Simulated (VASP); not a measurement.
Write the native input for VASP 6.6.1 that does the following.

| Item | Value |
| --- | --- |
| Task | single point |
| Functional | PBE |
| Potentials or basis | VASP PAW PBE potentials, release 64 (Ga_d) |
| Cutoff | 520 eV |
| k mesh | 8 × 8 × 7 |
| Occupations | methfessel-paxton, width 0.1 eV |
| Spin | no spin polarisation |
| Dipole correction | no |
| Further INCAR settings | ALGO = Normal; EDIFF = 1e-06; NBANDS = 34 |

The structure of Ga lies in POSCAR:

```
Ga
1.0
    2.3107968683     -3.8729233244      0.0000000000
    2.3107968683      3.8729233244      0.0000000000
    0.0000000000      0.0000000000      4.5463111460
Ga
4
Direct
    0.8442122196      0.1557877804      0.0839449706
    0.6557877804      0.3442122196      0.5839449706
    0.1557877804      0.8442122196      0.9160550294
    0.3442122196      0.6557877804      0.4160550294
```

The input as run:

INCAR

```
ALGO = Normal ; EDIFF = 1E-6
ENCUT = 520 ; GGA = PE
ISIF = 2 ; ISMEAR = 1
LASPH = T ; LCHARG = F
LREAL = F ; LWAVE = F
NBANDS = 34 ; NELM = 100
PREC = Accurate ; SIGMA = 0.1
```

KPOINTS

```
k-points
0
Gamma
  8 8 7
```

Potentials or basis: VASP PAW PBE potentials, release 64 (Ga_d).

Run with:

```sh
$ cat potpaw_PBE.64/Ga_d/POTCAR > POTCAR
$ mpirun -np 1 vasp_std > vasp.out
```

It gave:

```
Pressure               : 0.2 GPa
Largest force          : 0.007 eV/Å
Band gap on the k mesh : zero (bands 26 and 27 overlap by 0.88 eV)
```

Run time: 81 s on 1 thread of Intel(R) Xeon(R) 6975P-C (Granite Rapids), with other jobs on the host, peak memory 0.3 GiB.
